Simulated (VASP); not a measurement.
# Ta16S in VASP: single point with PBE

Aim: the single point of Ta16S with PBE.

Everything below comes from runs of VASP 6.6.1. Logs are shortened: lines on timing, memory, paths and dates and some standing lists are left out, and cuts for length are marked.

## 1. The cell of the first run

The cell holds a slab with vacuum, 17 atoms: a = 6.638 Å, b = 6.638 Å, c = 20.300 Å, α = 90.00°, β = 90.00°, γ = 90.00°.

## 2. Single point, PBE

File INCAR:

```
SYSTEM = Ta16S
ALGO = Normal
DIPOL = 0.5 0.5 0.329
EDIFF = 1E-7
ENCUT = 520
GGA = PE
IDIPOL = 3
ISIF = 2
ISMEAR = 0
LASPH = .True.
LCHARG = .True.
LDIPOL = .True.
LELF = .True.
LREAL = Auto
LVACPOTAV = .True.
LVHAR = .True.
LWAVE = .False.
NBANDS = 105
NELM = 60
PREC = Accurate
SIGMA = 0.1
```

File KPOINTS:

```
k-points
0
Gamma
  4 4 1
  0 0 0
```

File POSCAR:

```
Ta16S
1.0
    6.6379342675      0.0000000000      0.0000000000
    0.0000000000      6.6379342675      0.0000000000
    0.0000000000      0.0000000000     20.2996557315
Ta S
16 1
Direct
    0.2500000000      0.2500000000      0.1970476767
    0.2500000000      0.7500000000      0.1970476767
    0.7500000000      0.2500000000      0.1970476767
    0.7500000000      0.7500000000      0.1970476767
    0.0000000000      0.0000000000      0.2787970221
    0.0000000000      0.5000000000      0.2787970221
    0.5000000000      0.0000000000      0.2787970221
    0.5000000000      0.5000000000      0.2787970221
    0.2500000000      0.2500000000      0.3599139031
    0.2500000000      0.7500000000      0.3599139031
    0.7500000000      0.2500000000      0.3599139031
    0.7500000000      0.7500000000      0.3599139031
    0.0000000000      0.0000000000      0.4334879294
    0.0000000000      0.5000000000      0.4334879294
    0.5000000000      0.0000000000      0.4334879294
    0.5000000000      0.5000000000      0.4334879294
    0.1250000000      0.2500000000      0.5084985520
```

Potentials or basis: VASP PAW PBE potentials, release 64 (Ta_pv, S).

Launch:

```console
> cat potpaw_PBE.64/Ta_pv/POTCAR potpaw_PBE.64/S/POTCAR > POTCAR
> mpirun -np 1 vasp_std > vasp.out
```

OUTCAR:

```text
SYSTEM = Ta16S
   EDIFF = 1E-7
   ENCUT = 520
   GGA = PE
   ISIF = 2
   ISMEAR = 0
   LASPH = .True.
   LREAL = Auto
   NELM = 60
   PREC = Accurate

 ion  position               nearest neighbor table
   1  0.250  0.250  0.197-   5 2.87   6 2.87   7 2.87   8 2.87   9 3.31   3 3.32   2 3.32   2 3.32
                             3 3.32
   2  0.250  0.750  0.197-   5 2.87   6 2.87   7 2.87   8 2.87  10 3.31   4 3.32   1 3.32   1 3.32
                             4 3.32
   3  0.750  0.250  0.197-   5 2.87   6 2.87   7 2.87   8 2.87  11 3.31   4 3.32   1 3.32   4 3.32
                             1 3.32
   4  0.750  0.750  0.197-   5 2.87   6 2.87   7 2.87   8 2.87  12 3.31   3 3.32   2 3.32   3 3.32
                             2 3.32
   5  0.000  0.000  0.279-   9 2.87  10 2.87  11 2.87  12 2.87   1 2.87   2 2.87   3 2.87   4 2.87
                            13 3.14   7 3.32   6 3.32   6 3.32   7 3.32
   6  0.000  0.500  0.279-   9 2.87  10 2.87  11 2.87  12 2.87   1 2.87   2 2.87   3 2.87   4 2.87
                            14 3.14   8 3.32   5 3.32   5 3.32   8 3.32
   7  0.500  0.000  0.279-   9 2.87  10 2.87  11 2.87  12 2.87   1 2.87   2 2.87   3 2.87   4 2.87
                            15 3.14   8 3.32   5 3.32   8 3.32   5 3.32
   8  0.500  0.500  0.279-   9 2.87  10 2.87  11 2.87  12 2.87   1 2.87   2 2.87   3 2.87   4 2.87
                            16 3.14   7 3.32   6 3.32   7 3.32   6 3.32
   9  0.250  0.250  0.360-  13 2.78  14 2.78  15 2.78  16 2.78   5 2.87   6 2.87   7 2.87   8 2.87
                            17 3.13   1 3.31  11 3.32  10 3.32  10 3.32  11 3.32
  10  0.250  0.750  0.360-  13 2.78  14 2.78  15 2.78  16 2.78   5 2.87   6 2.87   7 2.87   8 2.87
                             2 3.31   9 3.32  12 3.32   9 3.32  12 3.32
  11  0.750  0.250  0.360-  13 2.78  14 2.78  15 2.78  16 2.78   5 2.87   6 2.87   7 2.87   8 2.87
                             3 3.31   9 3.32  12 3.32  12 3.32   9 3.32
  12  0.750  0.750  0.360-  13 2.78  14 2.78  15 2.78  16 2.78   5 2.87   6 2.87   7 2.87   8 2.87
                             4 3.31  10 3.32  11 3.32  11 3.32  10 3.32
  13  0.000  0.000  0.433-  17 2.40  10 2.78  11 2.78  12 2.78   9 2.78   5 3.14  15 3.32  14 3.32
                            14 3.32  15 3.32
  14  0.000  0.500  0.433-  17 2.40  10 2.78  11 2.78  12 2.78   9 2.78   6 3.14  16 3.32  13 3.32
                            13 3.32  16 3.32
  15  0.500  0.000  0.433-   9 2.78  10 2.78  11 2.78  12 2.78   7 3.14  13 3.32  16 3.32  16 3.32
                            13 3.32
  16  0.500  0.500  0.433-   9 2.78  10 2.78  11 2.78  12 2.78   8 3.14  14 3.32  15 3.32  15 3.32
                            14 3.32
  17  0.125  0.250  0.508-  13 2.40  14 2.40   9 3.13

  LATTYP: Found a simple tetragonal cell.
 ALAT       =     6.6379342675
 C/A-ratio  =     3.0581284649

  Lattice vectors:

 A1 = (   6.6379342675,   0.0000000000,   0.0000000000)
 A2 = (   0.0000000000,   6.6379342675,   0.0000000000)
 A3 = (   0.0000000000,   0.0000000000,  20.2996557315)

Analysis of symmetry for initial positions (statically):
=====================================================================
 Subroutine PRICEL returns:
[... 161 lines left out ...]
  Fermi-wavevector in a.u.,A,eV,Ry     =   0.962898  1.819614 12.614957  0.927173
  Thomas-Fermi vector in A             =   2.092397
   LORBIT       =      0    0 simple, 1 ext, 2 COOP (PROOUT), +10 PAW based schemes
   GGA     = PE    functional components
   LHFCALC =     F    Hartree Fock is set to
   AEXX    =    0.0000 exact exchange contribution
   IVDW    =     0    specifies the selected vdW correction
   LEPSILON=     F    determine dielectric tensor
   LRPA    =     F    only Hartree local field effects (RPA)
 non-spin polarized calculation
 Gauss-broadening in eV      SIGMA  =   0.10
  energy-cutoff  :      520.00
  volume of cell :      894.45
 maximum number of plane-waves:     24163
 NGX is ok and might be reduce to    50
   NGX = 25   NGY = 25   NGZ = 75

 dipolmoment           0.000000      0.000000      0.000820 electrons x Angstroem

 number of electron     181.9999955 magnetization

 dipolmoment           0.000000      0.000000     -0.010068 electrons x Angstroem

 Free energy of the ion-electron system (eV)
  ---------------------------------------------------
  ext. energy  EPLUGINS =         0.00000000
  ---------------------------------------------------
  free energy    TOTEN  =      -180.87282117 eV

  energy without entropy =     -180.79363593  energy(sigma->0) =     -180.83322855

 E-fermi :  -0.3817     XC(G=0):  -5.3928

 val. band max:       -0.3929191313   @ k =   0.5000   0.2500   0.0000
 cond. band min:      -0.3597451891   @ k =   0.5000   0.2500   0.0000
 fundamental gap:      0.0331739422
 Fermi energy:        -0.3816997138

 k-point     1 :       0.0000    0.0000    0.0000
  band No.  band energies     occupation
      1     -35.4271      2.00000
      2     -35.4118      2.00000
      3     -35.4054      2.00000
      4     -35.3925      2.00000
      5     -35.3914      2.00000
      6     -35.3866      2.00000
[... 943 lines left out ...]
    102       0.0564      0.00000
    103       0.1613      0.00000
 [bands above 103 left out]

------------------------ aborting loop because EDIFF is reached ----------------------------------------

  FORCE on cell =-STRESS in cart. coord.  units (eV):
  Direction    XX          YY          ZZ          XY          YZ          ZX
  --------------------------------------------------------------------------------------
  -------------------------------------------------------------------------------------
  Total      -15.1767680    -14.6322705     -4.7969837      0.0000000      0.0000000      2.0938578
  in kB      -27.1853739    -26.2100431     -8.5925933      0.0000000      0.0000000      3.7506211
  external PRESSURE =     -20.6626701 kB  Pullay stress =       0.0000000 kB

 VOLUME and BASIS-vectors are now :
 -----------------------------------------------------------------------------
  energy-cutoff  :      520.00
  volume of cell :      894.45
      direct lattice vectors                 reciprocal lattice vectors
     6.637934268  0.000000000  0.000000000     0.150649277  0.000000000  0.000000000
     0.000000000  6.637934268  0.000000000     0.000000000  0.150649277  0.000000000
     0.000000000  0.000000000 20.299655731     0.000000000  0.000000000  0.049261919

 POSITION                                       TOTAL-FORCE (eV/Angst)
 -----------------------------------------------------------------------------------
      1.65948      1.65948      4.00000        -0.024332      0.000000      0.960940
      1.65948      4.97845      4.00000        -0.003084      0.000000      0.858218
      4.97845      1.65948      4.00000         0.036073      0.000000      0.881888
      4.97845      4.97845      4.00000         0.127140      0.000000      0.837826
      0.00000      0.00000      5.65948         0.061131      0.074875     -1.004401
      0.00000      3.31897      5.65948         0.061131     -0.074875     -1.004401
[... 9 lines left out ...]
      3.31897      3.31897      8.79966         0.208336     -0.005944     -0.059310
      0.82974      1.65948     10.32235         1.507863      0.000000      0.015385
 -----------------------------------------------------------------------------------
    total drift:                               -0.000089     -0.000000      0.005487

  FREE ENERGIE OF THE ION-ELECTRON SYSTEM (eV)
  ---------------------------------------------------
  free  energy   TOTEN  =      -180.8728211701 eV

  energy  without entropy=     -180.7936359270  energy(sigma->0) =     -180.83322855

 vacuum level on the upper side and lower side of the slab         3.577         3.618
```

OSZICAR:

```text
N       E                     dE             d eps       ncg     rms          rms(c)
DAV:   1     0.157421529336E+04    0.15742E+04   -0.99926E+04  2418   0.150E+03
DAV:   2    -0.103685077566E+03   -0.16779E+04   -0.16505E+04  2205   0.390E+02
DAV:   3    -0.195983870008E+03   -0.92299E+02   -0.89553E+02  2387   0.740E+01
[... 29 lines left out ...]
DAV:  33    -0.180872819786E+03   -0.25039E-05   -0.90771E-08  1324   0.511E-04    0.394E-04
DAV:  34    -0.180872820734E+03   -0.94822E-06   -0.61978E-08  1324   0.394E-04    0.249E-04
DAV:  35    -0.180872821020E+03   -0.28585E-06   -0.24622E-08  1236   0.278E-04    0.147E-04
DAV:  36    -0.180872821141E+03   -0.12049E-06   -0.23811E-08  1220   0.262E-04    0.629E-05
DAV:  37    -0.180872821170E+03   -0.29606E-07   -0.53163E-09  1148   0.189E-04
   1 F= -.18087282E+03 E0= -.18083323E+03  d E =-.791852E-01
```

Wall time 52 min (1 thread of Intel Xeon Platinum 8488C (Sapphire Rapids), shared host); peak memory 1.1 GiB.

Results:

* Free energy: -180.8728 eV
* Largest force: 1.508 eV/Å
* Band gap on the k mesh: zero (bands 91 and 92 overlap by 0.34 eV)

Forces in eV/Å, atoms in the order of the input:
```
Ta  -0.024  0.000  0.961
Ta  -0.003  0.000  0.858
Ta   0.036  0.000  0.882
Ta   0.127  0.000  0.838
Ta   0.061  0.075 -1.004
Ta   0.061 -0.075 -1.004
Ta   0.019  0.055 -0.751
Ta   0.019 -0.055 -0.751
Ta  -0.039  0.000 -0.198
Ta   0.128  0.000 -0.092
Ta  -0.301  0.000 -0.309
Ta  -0.425  0.000 -0.224
Ta  -0.792 -0.627  0.450
Ta  -0.792  0.627  0.450
Ta   0.208  0.006 -0.059
Ta   0.208 -0.006 -0.059
S    1.508  0.000  0.015
```

Levels at points of the mesh, in eV from the Fermi level:
```
           k point  band 88  band 89  band 90  band 91  band 92  band 93  band 94  band 95
(0.00, 0.00, 0.00)    -0.08    -0.02     0.07     0.15     0.18     0.18     0.33     0.33
(0.50, 0.00, 0.00)    -0.63    -0.44    -0.40    -0.30     0.08     0.19     0.27     0.27
(0.00, 0.50, 0.00)    -0.59    -0.44    -0.38    -0.28     0.12     0.18     0.20     0.26
(0.50, 0.50, 0.00)    -1.03    -0.91    -0.87    -0.85    -0.19    -0.18    -0.15    -0.14
```

Caveat: spin-orbit coupling is left out, which moves the levels of the heavy elements.

The gap in the log of VASP goes by the Fermi energy; the results here count the filled bands.